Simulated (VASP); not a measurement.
Mg7Te: single point with PBE

The system is Mg7Te.

```
Mg Te
1.0
     0.00000    4.55254    4.55254
     4.55254    0.00000    4.55254
     4.55254    4.55254    0.00000
Mg Te
7 1
Direct
  0.50000 0.00000 0.00000
  0.00000 0.00000 0.50000
  0.00000 0.50000 0.00000
  0.00000 0.50000 0.50000
  0.50000 0.50000 0.00000
  0.50000 0.00000 0.50000
  0.50000 0.50000 0.50000
  0.00000 0.00000 0.00000
```

* Program: VASP 6.6.1
* Task: single point
* Functional: PBE
* Potentials or basis: VASP PAW PBE potentials, release 64 (Mg, Te)
* Cutoff: 520 eV
* k mesh: 6 × 6 × 6
* Occupations: gaussian, width 0.1 eV
* Spin: no spin polarisation
* Dipole correction: no
* Further INCAR settings: ALGO = Normal; EDIFF = 1e-06; NBANDS = 20

The pressure is -0.1 GPa and the band gap on the k mesh is zero (bands 10 and 11 overlap by 1.86 eV).

Levels at points of the mesh, in eV from the Fermi level:
```csv
k point,band 8,band 9,band 10,band 11,band 12,band 13
"(0.00, 0.00, 0.00)",-1.44,-1.44,-0.73,-0.73,-0.73,0.16
"(0.50, 0.00, 0.00)",-1.99,-1.19,0.13,0.71,0.71,1.22
"(0.50, 0.50, 0.00)",-0.58,-0.58,0.05,1.25,1.25,1.70
```

It took 110 s on 1 thread of Intel Xeon 8259CL, with other jobs on the host, peak memory 0.34 GiB.

Caveat: spin-orbit coupling is left out, which moves the levels of the heavy elements.
